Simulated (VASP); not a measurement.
Runs of VASP 6.6.1 on Hf. The structure is that of space group I4/mmm (No. 139), or close to it. The cells are those of the table. 

| cell | gap on the mesh (eV) | pressure (GPa) |
| --- | --- | --- |
| a = 3.234 Å, angles 112.1, 112.1, 104.2°, 1 atom | none | (a) |
| a = 3.050 Å, angles 107.4, 107.4, 113.6°, 1 atom | none | (b) |
| a = 3.220 Å, angles 111.8, 111.8, 104.9°, 1 atom | none | -14.4 |
| a = 3.026 Å, angles 106.8, 106.8, 115.1°, 1 atom | none | 0.6 |
| a = 3.206 Å, angles 111.5, 111.5, 105.5°, 1 atom | none | -13.9 |

Alike in all rows: task single point; level PBEsol; potentials or basis VASP PAW PBE potentials, release 64 (Hf_pv); no spin polarisation; k mesh 18 × 18 × 18; cutoff (eV) 520; smearing gaussian 0.15 eV.

Question: Estimate the missing entries.

Answer: (a) -15.0; (b) -2.3.

Caveats: the PAW data sets were made with another functional, which shifts forces and pressure a little; spin-orbit coupling is left out, which moves the levels of the heavy elements; the cell stands under tension (at least some runs).

A k mesh can miss the band edges, and the runs leave out spin-orbit coupling on Hf.

A gap of «none» marks levels without a gap at the run's occupations.
